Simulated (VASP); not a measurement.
# Ga (Im-3m) in VASP: a series of runs, part 2 of 2

VASP 6.6.1. The steps go on from the part before.

### Step 4. Single point, PBEsol

This run uses another cell than the first one, of 21.10 Å³/atom, 1.166 times its volume.

Input file INCAR:

```
SYSTEM = Ga
  ALGO = Normal
  EDIFF = 1E-6
  ENCUT = 500
  GGA = PS
  GGA_COMPAT = .False.
  ISIF = 2
  ISMEAR = 0
  LASPH = .True.
  LCHARG = .False.
  LREAL = .False.
  LWAVE = .False.
  NBANDS = 12
  NELM = 120
  PREC = Accurate
  SIGMA = 0.1
```

Input file KPOINTS:

```
k-points
0
Gamma
  8 8 8
  0 0 0
```

Input file POSCAR:

```
Ga
1.0
   -1.7406372864      1.7406372864      1.7406372864
    1.7406372864     -1.7406372864      1.7406372864
    1.7406372864      1.7406372864     -1.7406372864
Ga
1
Direct
    0.0000000000      0.0000000000      0.0000000000
```

Potentials or basis: VASP PAW PBE potentials, release 64 (Ga_d).

Run with:

```console
> cat potpaw_PBE.64/Ga_d/POTCAR > POTCAR
> mpirun -np 1 vasp_std > vasp.out
```

OUTCAR:

```text
SYSTEM = Ga
   EDIFF = 1E-6
   ENCUT = 500
   GGA = PS
   ISIF = 2
   ISMEAR = 0
   LASPH = .True.
   LREAL = .False.
   NELM = 120
   PREC = Accurate

 ion  position               nearest neighbor table
   1  0.000  0.000  0.000-

  LATTYP: Found a body centered cubic cell.
 ALAT       =     3.4812745728

  Lattice vectors:

 A1 = (  -1.7406372864,   1.7406372864,   1.7406372864)
 A2 = (   1.7406372864,  -1.7406372864,   1.7406372864)
 A3 = (   1.7406372864,   1.7406372864,  -1.7406372864)

Analysis of symmetry for initial positions (statically):
=====================================================================
 Subroutine PRICEL returns:
 Original cell was already a primitive cell.

 Routine SETGRP: Setting up the symmetry group for a
 body centered cubic supercell.

 Subroutine GETGRP returns: Found 48 space group operations
 (whereof 48 operations were pure point group operations)
 out of a pool of 48 trial point group operations.

The static configuration has the point symmetry O_h .

Analysis of symmetry for dynamics (positions and initial velocities):
=====================================================================
 Subroutine PRICEL returns:
 Original cell was already a primitive cell.

 Routine SETGRP: Setting up the symmetry group for a
 body centered cubic supercell.

 Subroutine GETGRP returns: Found 48 space group operations
 (whereof 48 operations were pure point group operations)
 out of a pool of 48 trial point group operations.

The dynamic configuration has the point symmetry O_h .

 Subroutine INISYM returns: Found 48 space group operations
 (whereof 48 operations are pure point group operations),
 and found     1 'primitive' translations

----------------------------------------------------------------------------------------
[... 115 lines left out ...]
   LORBIT       =      0    0 simple, 1 ext, 2 COOP (PROOUT), +10 PAW based schemes
   GGA     = PS    functional components
   LHFCALC =     F    Hartree Fock is set to
   AEXX    =    0.0000 exact exchange contribution
   IVDW    =     0    specifies the selected vdW correction
   LEPSILON=     F    determine dielectric tensor
   LRPA    =     F    only Hartree local field effects (RPA)
 non-spin polarized calculation
 Gauss-broadening in eV      SIGMA  =   0.10
  energy-cutoff  :      500.00
  volume of cell :       21.10
 maximum number of plane-waves:       555
 NGX is ok and might be reduce to    24
   NGX = 11   NGY = 11   NGZ = 11

 number of electron      13.0000008 magnetization

 Free energy of the ion-electron system (eV)
  ---------------------------------------------------
  ext. energy  EPLUGINS =         0.00000000
  ---------------------------------------------------
  free energy    TOTEN  =        -3.20644100 eV

  energy without entropy =       -3.20004925  energy(sigma->0) =       -3.20324513

 E-fermi :   4.5710     XC(G=0): -10.6062

 val. band max:        4.5548193762   @ k =   0.2500   0.2500   0.2500
 cond. band min:       4.6116416378   @ k =   0.5000   0.5000   0.3750
 fundamental gap:      0.0568222616
 Fermi energy:         4.5709722905

 k-point     1 :       0.0000    0.0000    0.0000
  band No.  band energies     occupation
      1     -10.3524      2.00000
      2     -10.3524      2.00000
      3     -10.3524      2.00000
      4     -10.2083      2.00000
      5     -10.2083      2.00000
      6      -5.8106      2.00000
      7      15.6926      0.00000
      8      15.6926      0.00000
      9      15.6926      0.00000
     10      20.5162      0.00000
     11      20.5162      0.00000
     12      20.5162      0.00000
[... 331 lines left out ...]
 k-point    24 :      -0.3750    0.3750    0.2500
  band No.  band energies     occupation
      1     -10.3476      2.00000
      2     -10.2993      2.00000
      3     -10.2759      2.00000
      4     -10.2308      2.00000
      5     -10.1677      2.00000
      6      -0.7331      2.00000
      7       5.5830      0.00000
      8       8.0722      0.00000
      9       9.5256      0.00000
     10      13.0340      0.00000
     11      18.7673      0.00000
     12      21.6834      0.00000

 [... further k-points ...]

------------------------ aborting loop because EDIFF is reached ----------------------------------------

  FORCE on cell =-STRESS in cart. coord.  units (eV):
  Direction    XX          YY          ZZ          XY          YZ          ZX
  --------------------------------------------------------------------------------------
  -------------------------------------------------------------------------------------
  Total       -0.7961210     -0.7961210     -0.7961210     -0.0000000      0.0000000     -0.0000000
  in kB      -60.4651090    -60.4651090    -60.4651090     -0.0000000      0.0000000     -0.0000000
  external PRESSURE =     -60.4651090 kB  Pullay stress =       0.0000000 kB

 VOLUME and BASIS-vectors are now :
 -----------------------------------------------------------------------------
  energy-cutoff  :      500.00
  volume of cell :       21.10
      direct lattice vectors                 reciprocal lattice vectors
    -1.740637286  1.740637286  1.740637286     0.000000000  0.287251114  0.287251114
     1.740637286 -1.740637286  1.740637286     0.287251114  0.000000000  0.287251114
     1.740637286  1.740637286 -1.740637286     0.287251114  0.287251114  0.000000000

 POSITION                                       TOTAL-FORCE (eV/Angst)
 -----------------------------------------------------------------------------------
      0.00000      0.00000      0.00000        -0.000000     -0.000000      0.000000
 -----------------------------------------------------------------------------------
    total drift:                                0.000000      0.000000      0.000000

  FREE ENERGIE OF THE ION-ELECTRON SYSTEM (eV)
  ---------------------------------------------------
  free  energy   TOTEN  =        -3.2064409988 eV

  energy  without entropy=       -3.2000492543  energy(sigma->0) =       -3.20324513
```

OSZICAR:

```text
N       E                     dE             d eps       ncg     rms          rms(c)
DAV:   1     0.442774099485E+02    0.44277E+02   -0.66885E+03   740   0.175E+03
DAV:   2    -0.922323776790E+00   -0.45200E+02   -0.43789E+02   756   0.261E+02
DAV:   3    -0.321701943515E+01   -0.22947E+01   -0.22909E+01   788   0.459E+01
DAV:   4    -0.323902520034E+01   -0.22006E-01   -0.22004E-01   820   0.486E+00
DAV:   5    -0.323931392582E+01   -0.28873E-03   -0.28872E-03   808   0.529E-01    0.770E-01
DAV:   6    -0.321231657737E+01    0.26997E-01   -0.46436E-02   840   0.409E+00    0.365E-01
DAV:   7    -0.320711436405E+01    0.52022E-02   -0.73518E-03  1064   0.133E+00    0.114E-01
DAV:   8    -0.320643817290E+01    0.67619E-03   -0.61783E-04   928   0.422E-01    0.668E-03
DAV:   9    -0.320643991542E+01   -0.17425E-05   -0.51872E-06   896   0.329E-02    0.329E-03
DAV:  10    -0.320644102532E+01   -0.11099E-05   -0.29745E-07   572   0.615E-03    0.159E-04
DAV:  11    -0.320644099881E+01    0.26513E-07   -0.30533E-08   452   0.197E-03
   1 F= -.32064410E+01 E0= -.32032451E+01  d E =-.639174E-02
```

It took 9.8 s on 1 thread of Intel Xeon 8259CL, shared host; peak memory 0.14 GiB.

What came out:

```yaml
Free_energy: -3.2064 eV
Pressure: -6.0 GPa
```

Caveat: the PAW data sets were made with another functional, which shifts forces and pressure a little.

### Step 5. Summary

| task | cell | cutoff (eV) | gap on the mesh (eV) | pressure (GPa) |
| --- | --- | --- | --- | --- |
| single point | a = 2.864 Å, angles 109.5°, 1 atom | 520 | none | 0.0 |
| relaxation of cell and atoms | relaxed from a = 3.015 Å, angles 109.5°, 1 atom | 600 | none | 0.0 |
| single point | a = 3.015 Å, angles 109.5°, 1 atom | 500 | none | -6.0 |

Alike in all rows: level PBEsol; potentials or basis VASP PAW PBE potentials, release 64 (Ga_d); no spin polarisation; k mesh 8 × 8 × 8; smearing gaussian 0.1 eV.

Caveats: the PAW data sets were made with another functional, which shifts forces and pressure a little.

Absolute energies hang on the potentials; compare differences alone.
